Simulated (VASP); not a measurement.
# SnO (Pmmn) in VASP: notebook

The runs below take SnO through single point, with PBEsol.

Program: VASP 6.6.1. These are calculated values, not measurements. Logs are shortened: lines on timing, memory, paths and dates and some standing lists are left out, and cuts for length are marked.

## Step 1: The cell of the first run

The structure is orthorhombic, space group Pmmn (No. 59). Conventional cell: a = 3.374 Å, b = 4.230 Å, c = 4.836 Å, α = 90.00°, β = 90.00°, γ = 90.00°. Sn (site symmetry mm2) has 4 O at 2.04 to 2.41 Å within 2.7 Å. O (site symmetry mm2) has 4 Sn at 2.04 to 2.41 Å and 4 O at 2.71 Å within 2.8 Å.

## Step 2: Single point, PBEsol (strain +0.1125 x Voigt [1, -1, 0, 0, 0, 0])

File INCAR:

```
SYSTEM = SnO
PREC = Accurate
ENCUT = 520
EDIFF = 1E-6
ISMEAR = 0
SIGMA = 0.15
LREAL = .FALSE.
LASPH = .TRUE.
NELM = 60
ALGO = Normal
ISIF = 2
LWAVE = .FALSE.
LCHARG = .FALSE.
GGA = PS
NBANDS = 28
```

File KPOINTS:

```
Automatic mesh
0
G
  12 12 10
  0 0 0
```

File POSCAR:

```
SnO
1.0
    4.2297250000      0.0000000000      0.0000000000
    0.0000000000      3.3742750000      0.0000000000
    0.0000000000      0.0000000000      4.8360000000
Sn O
2 2
Direct
    0.0000000000      0.5000000000      0.2385000000
    0.5000000000      0.0000000000      0.7615000000
    0.0000000000      0.0000000000      0.0000000000
    0.5000000000      0.5000000000      0.0000000000
```

Potentials or basis: VASP PAW PBE potentials, release 64 (Sn_d, O).

Command:

```
$ cat potpaw_PBE.64/Sn_d/POTCAR potpaw_PBE.64/O/POTCAR > POTCAR
$ mpirun -np 1 vasp_std > vasp.out
```

OUTCAR:

```text
SYSTEM = SnO
   PREC = Accurate
   ENCUT = 520
   EDIFF = 1E-6
   ISMEAR = 0
   LREAL = .FALSE.
   LASPH = .TRUE.
   NELM = 60
   ISIF = 2
   GGA = PS

 ion  position               nearest neighbor table
   1  0.000  0.500  0.239-   3 2.04   3 2.04   4 2.41   4 2.41   2 3.56   2 3.56   2 3.56   2 3.56
                             2 3.70   2 3.70   2 3.70   2 3.70
   2  0.500  0.000  0.761-   4 2.04   4 2.04   3 2.41   3 2.41   1 3.56   1 3.56   1 3.56   1 3.56
                             1 3.70   1 3.70   1 3.70   1 3.70
   3  0.000  0.000  0.000-   1 2.04   1 2.04   2 2.41   2 2.41
   4  0.500  0.500  0.000-   2 2.04   2 2.04   1 2.41   1 2.41

  LATTYP: Found a simple orthorhombic cell.
 ALAT       =     3.3742750000
 B/A-ratio  =     1.2535211268
 C/A-ratio  =     1.4331967608

  Lattice vectors:

 A1 = (   0.0000000000,  -3.3742750000,   0.0000000000)
 A2 = (   4.2297250000,   0.0000000000,   0.0000000000)
 A3 = (   0.0000000000,   0.0000000000,   4.8360000000)

Analysis of symmetry for initial positions (statically):
=====================================================================
 Subroutine PRICEL returns:
 Original cell was already a primitive cell.

 Routine SETGRP: Setting up the symmetry group for a
 simple orthorhombic supercell.

 Subroutine GETGRP returns: Found  8 space group operations
 (whereof  4 operations were pure point group operations)
 out of a pool of  8 trial point group operations.

The static configuration has the point symmetry C_2v.
 The point group associated with its full space group is D_2h.

Analysis of symmetry for dynamics (positions and initial velocities):
=====================================================================
 Subroutine PRICEL returns:
 Original cell was already a primitive cell.

 Routine SETGRP: Setting up the symmetry group for a
 simple orthorhombic supercell.

 Subroutine GETGRP returns: Found  8 space group operations
 (whereof  4 operations were pure point group operations)
 out of a pool of  8 trial point group operations.

The dynamic configuration has the point symmetry C_2v.
 The point group associated with its full space group is D_2h.

 Subroutine INISYM returns: Found  8 space group operations
 (whereof  4 operations are pure point group operations),
 and found     1 'primitive' translations

----------------------------------------------------------------------------------------

                                     Primitive cell

  volume of cell :      69.0206

  direct lattice vectors                    reciprocal lattice vectors
     4.229725000  0.000000000  0.000000000     0.236421990  0.000000000  0.000000000
     0.000000000  3.374275000  0.000000000     0.000000000  0.296359959  0.000000000
     0.000000000  0.000000000  4.836000000     0.000000000  0.000000000  0.206782465

  length of vectors
     4.229725000  3.374275000  4.836000000     0.236421990  0.296359959  0.206782465

  position of ions in fractional coordinates (direct lattice)
     0.000000000  0.500000000  0.238500000
     0.500000000  0.000000000  0.761500000
     0.000000000  0.000000000  0.000000000
     0.500000000  0.500000000  0.000000000

  ion indices of the primitive-cell ions
   primitive index   ion index
                 1           1
                 2           2
                 3           3
                 4           4

----------------------------------------------------------------------------------------

 KPOINTS: Automatic mesh

Automatic generation of k-mesh.
 Grid dimensions read from file:
 generate k-points for:   12   12   10

 Generating k-lattice:

  Cartesian coordinates                     Fractional coordinates (reciprocal lattice)
     0.019701832  0.000000000  0.000000000     0.083333333  0.000000000  0.000000000
     0.000000000  0.024696663  0.000000000     0.000000000  0.083333333  0.000000000
     0.000000000  0.000000000  0.020678246     0.000000000  0.000000000  0.100000000

  Length of vectors
     0.019701832  0.024696663  0.020678246

  Shift w.r.t. Gamma in fractional coordinates (k-lattice)
     0.000000000  0.000000000  0.000000000

 Subroutine IBZKPT returns following result:
 ===========================================

 Found    294 irreducible k-points:

 Following reciprocal coordinates:
            Coordinates               Weight
  0.000000  0.000000  0.000000      1.000000
  0.083333  0.000000  0.000000      2.000000
  0.166667  0.000000  0.000000      2.000000
  0.250000  0.000000  0.000000      2.000000
  0.333333  0.000000  0.000000      2.000000
  0.416667  0.000000  0.000000      2.000000
[... 16 lines left out ...]
  0.083333  0.250000  0.000000      4.000000
  0.166667  0.250000  0.000000      4.000000
 [... further k-points ...]
   k-points           NKPTS =    294   k-points in BZ     NKDIM =    294   number of bands    NBANDS=     28
   number of dos      NEDOS =    301   number of ions     NIONS =      4
   total plane-waves  NPLWV =  32256
   dimension x,y,z NGX =    32 NGY =   28 NGZ =   36
   dimension x,y,z NGXF=    64 NGYF=   56 NGZF=   72
   ions per type =               2   2
   NGX,Y,Z   is equivalent  to a cutoff of  12.58, 13.80, 12.38 a.u.
   NGXF,Y,Z  is equivalent  to a cutoff of  25.15, 27.59, 24.75 a.u.
 SYSTEM =  SnO
   PREC   = accura    normal or accurate (medium, high low for compatibility)
   ISTART =      0    job   : 0-new  1-cont  2-samecut
   ICHARG =      2    charge: 1-file 2-atom 10-const
   ISPIN  =      1    spin polarized calculation?
   LNONCOLLINEAR =      F non collinear calculations
   LSORBIT =      F    spin-orbit coupling
   LASPH  =      T    aspherical Exc in radial PAW
   ENCUT  =  520.0 eV  38.22 Ry    6.18 a.u.   7.86  6.27  8.99*2*pi/ulx,y,z
   NELM   =     60;   NELMIN=  2; NELMDL= -5     # of ELM steps
   EDIFF  = 0.1E-05   stopping-criterion for ELM
   LREAL  =      F    real-space projection
   EDIFFG = 0.1E-04   stopping-criterion for IOM
   NSW    =      0    number of steps for IOM
   IBRION =     -1    ionic relax: 0-MD 1-quasi-New 2-CG
   NFREE  =      0    steps in history (QN), initial steepest desc. (CG)
   ISIF   =      2    stress and relaxation
   ISYM   =      2    0-nonsym 1-usesym 2-fastsym
   POTIM  = 0.5000    time-step for ionic-motion
   TEBEG  =    0.0;   TEEND  =   0.0 temperature during run
   PSTRESS=    0.0 pullay stress
   NELECT =      40.0000    total number of electrons
   NUPDOWN=      -1.0000    fix difference up-down
   EMIN   =  10.00;   EMAX   =-10.00  energy-range for DOS
   EFERMI =   0.00;   METHOD = LEGACY
   ISMEAR =     0;   SIGMA  =   0.15  broadening in eV -4-tet -1-fermi 0-gaus
   EFERMI_NEDOS =   21; number of points for ismear=-14 and -15
   IALGO  =     38    algorithm
   IMIX   =      4    mixing-type and parameters
     AMIX     =   0.40;   BMIX     =  1.00
     AMIX_MAG =   1.60;   BMIX_MAG =  1.00
  volume/ion in A,a.u.               =      17.26       116.44
  Fermi-wavevector in a.u.,A,eV,Ry     =   1.364903  2.579293 25.347121  1.862961
  Thomas-Fermi vector in A             =   2.491178
   LORBIT       =      0    0 simple, 1 ext, 2 COOP (PROOUT), +10 PAW based schemes
   GGA     = PS    functional components
   LHFCALC =     F    Hartree Fock is set to
   AEXX    =    0.0000 exact exchange contribution
   IVDW    =     0    specifies the selected vdW correction
   LEPSILON=     F    determine dielectric tensor
   LRPA    =     F    only Hartree local field effects (RPA)
 non-spin polarized calculation
 Gauss-broadening in eV      SIGMA  =   0.15
  energy-cutoff  :      520.00
  volume of cell :       69.02
 maximum number of plane-waves:      1888
 NGX is ok and might be reduce to    32
   NGX = 15   NGY = 13   NGZ = 17

 number of electron      40.0000007 magnetization

 Free energy of the ion-electron system (eV)
  ---------------------------------------------------
  ext. energy  EPLUGINS =         0.00000000
  ---------------------------------------------------
  free energy    TOTEN  =       -23.76554954 eV

  energy without entropy =      -23.76442088  energy(sigma->0) =      -23.76498521

 E-fermi :   7.3535     XC(G=0): -10.5427

 val. band max:        7.3446405471   @ k =   0.0000   0.1667   0.0000
 cond. band min:       7.4075796817   @ k =   0.5000   0.5000   0.1000
 fundamental gap:      0.0629391346
 Fermi energy:         7.3535136146

 k-point     1 :       0.0000    0.0000    0.0000
  band No.  band energies     occupation
      1     -14.9717      2.00000
      2     -14.6788      2.00000
      3     -14.3400      2.00000
      4     -14.3297      2.00000
      5     -14.2705      2.00000
      6     -14.2632      2.00000
[... 20 lines left out ...]
     27      15.1460      0.00000
     28      16.2085      0.00000

 k-point     2 :       0.0833    0.0000    0.0000
  band No.  band energies     occupation
      1     -14.9686      2.00000
      2     -14.6869      2.00000
      3     -14.3381      2.00000
      4     -14.3284      2.00000
      5     -14.2709      2.00000
      6     -14.2614      2.00000
[... 20 lines left out ...]
     27      15.1617      0.00000
     28      16.2568      0.00000

 k-point     3 :       0.1667    0.0000    0.0000
  band No.  band energies     occupation
      1     -14.9592      2.00000
      2     -14.7099      2.00000
      3     -14.3324      2.00000
      4     -14.3246      2.00000
      5     -14.2722      2.00000
      6     -14.2561      2.00000
[... 20 lines left out ...]
     27      15.2000      0.00000
     28      16.4140      0.00000

 k-point     4 :       0.2500    0.0000    0.0000
  band No.  band energies     occupation
      1     -14.9437      2.00000
      2     -14.7437      2.00000
      3     -14.3233      2.00000
      4     -14.3187      2.00000
      5     -14.2749      2.00000
      6     -14.2479      2.00000
[... 578 lines left out ...]
     27      13.3688      0.00000
     28      17.3886      0.00000

 k-point    23 :       0.0833    0.2500    0.0000
  band No.  band energies     occupation
      1     -14.9571      2.00000
      2     -14.7699      2.00000
      3     -14.3434      2.00000
      4     -14.3305      2.00000
      5     -14.3164      2.00000
      6     -14.2956      2.00000
[... 20 lines left out ...]
     27      13.6529      0.00000
     28      16.7056      0.00000

 k-point    24 :       0.1667    0.2500    0.0000
  band No.  band energies     occupation
      1     -14.9524      2.00000
      2     -14.7880      2.00000
      3     -14.3461      2.00000
      4     -14.3290      2.00000
      5     -14.3059      2.00000
      6     -14.2946      2.00000
[... 20 lines left out ...]
     27      14.3206      0.00000
     28      15.8655      0.00000

 [... further k-points ...]

------------------------ aborting loop because EDIFF is reached ----------------------------------------

  FORCE on cell =-STRESS in cart. coord.  units (eV):
  Direction    XX          YY          ZZ          XY          YZ          ZX
  --------------------------------------------------------------------------------------
  -------------------------------------------------------------------------------------
  Total       -1.3845874      6.8769858      2.5489488      0.0000000      0.0000000      0.0000000
  in kB      -32.1404580    159.6356238     59.1688052      0.0000000      0.0000000      0.0000000
  external PRESSURE =      62.2213237 kB  Pullay stress =       0.0000000 kB

 VOLUME and BASIS-vectors are now :
 -----------------------------------------------------------------------------
  energy-cutoff  :      520.00
  volume of cell :       69.02
      direct lattice vectors                 reciprocal lattice vectors
     4.229725000  0.000000000  0.000000000     0.236421990  0.000000000  0.000000000
     0.000000000  3.374275000  0.000000000     0.000000000  0.296359959  0.000000000
     0.000000000  0.000000000  4.836000000     0.000000000  0.000000000  0.206782465

 POSITION                                       TOTAL-FORCE (eV/Angst)
 -----------------------------------------------------------------------------------
      0.00000      1.68714      1.15339         0.000000      0.000000      1.328461
      2.11486      0.00000      3.68261         0.000000      0.000000     -1.328461
      0.00000      0.00000      0.00000         0.000000      0.000000     -1.787231
      2.11486      1.68714      0.00000         0.000000      0.000000      1.787231
 -----------------------------------------------------------------------------------
    total drift:                                0.000000     -0.000000      0.000000

  FREE ENERGIE OF THE ION-ELECTRON SYSTEM (eV)
  ---------------------------------------------------
  free  energy   TOTEN  =       -23.7655495442 eV

  energy  without entropy=      -23.7644208842  energy(sigma->0) =      -23.76498521
```

It took 3.2 min on 1 thread of Intel Xeon 6975P-C (Granite Rapids), shared host; peak memory 0.53 GiB.

What came out:

```yaml
Free_energy: -23.7655 eV
Pressure: 6.2 GPa
Largest_force: 1.787 eV/Å
Band_gap_on_the_k_mesh: zero (bands 20 and 21 overlap by 0.08 eV)
```

Forces in eV/Å, atoms in the order of the input:
```
Sn   0.000  0.000  1.328
Sn   0.000  0.000 -1.328
O    0.000  0.000 -1.787
O    0.000  0.000  1.787
```

Stress tensor (GPa, compression positive):
```
-3.21  0.00  0.00
 0.00 15.96  0.00
 0.00  0.00  5.92
```

Caveat: the cell differs from its parent crystal (strain +0.1125 x Voigt [1, -1, 0, 0, 0, 0]); the stress differs along the axes, from -3 to 16 GPa; semilocal functionals underestimate gaps, and a narrow one can read as zero; the PAW data sets were made with another functional, which shifts forces and pressure a little; spin-orbit coupling is left out, which moves the levels of the heavy elements.

(Part 1 of 2 ends here.)

The gap in the log of VASP goes by the Fermi energy; the results here count the filled bands.